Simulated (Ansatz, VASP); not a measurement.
## Al in VASP and in Ansatz

INCAR

```
PREC = Accurate
ENCUT = 520
EDIFF = 1E-7
ISMEAR = 0
SIGMA = 0.15
LREAL = F
LASPH = T
NELM = 80
ALGO = Normal
ISIF = 2
LWAVE = F
LCHARG = F
GGA = PE
NBANDS = 8
```

The input KPOINTS:

```
regular mesh
0
Gamma
  20 20 20
```

POSCAR

```
Al
1.0
    0.0000000000      2.0239800000      1.9430208000
    2.0239800000      0.0000000000      1.9430208000
    2.0239800000      2.0239800000      0.0000000000
Al
1
Direct
    0.0000000000      0.0000000000      0.0000000000
```

Input for Ansatz:

```yaml
crystal:
  lattice:
    - [0.0, 2.02398, 1.9430208]
    - [2.02398, 0.0, 1.9430208]
    - [2.02398, 2.02398, 0.0]
  atoms:
    - { symbol: Al, position: [0.0, 0.0, 0.0] }
basis:
  ecutwfc: 420
kpoints:
  mp_grid: { grid: [20, 20, 20] }
hamiltonian:
  xc: pbe
scf:
  occupations: { method: gaussian, width: 0.15 }
output:
  forces: true
  stress: true
  eigenvalues: true
```

Change from the starting cell: strain +0.000 along x and y, -0.040 along z, atoms carried along.

Alike in both runs: task single point; functional PBE; k mesh 20 × 20 × 20; occupations gaussian, width 0.15 eV; no spin polarisation.

|  | VASP | Ansatz |
| --- | --- | --- |
| version | VASP 6.6.1 | Ansatz 0.2.0 |
| potentials or method | VASP PAW PBE potentials, release 64 (Al), cutoff 520 eV | scalar-relativistic, plane waves, PAW |
| valence electrons in the cell | 3 | 3 |

|  | VASP | Ansatz | Ansatz less VASP |
| --- | --- | --- | --- |
| gap on the k mesh at the Fermi level (eV) | none | none | - |
| pressure (GPa) | 3.1 | 3.1 | +0.04 |
| traceless stress, the component that is largest in VASP (GPa) | 1.46 | 1.46 | +0.002 |

A gap of «none» marks a metal or a gap that the smearing closes.
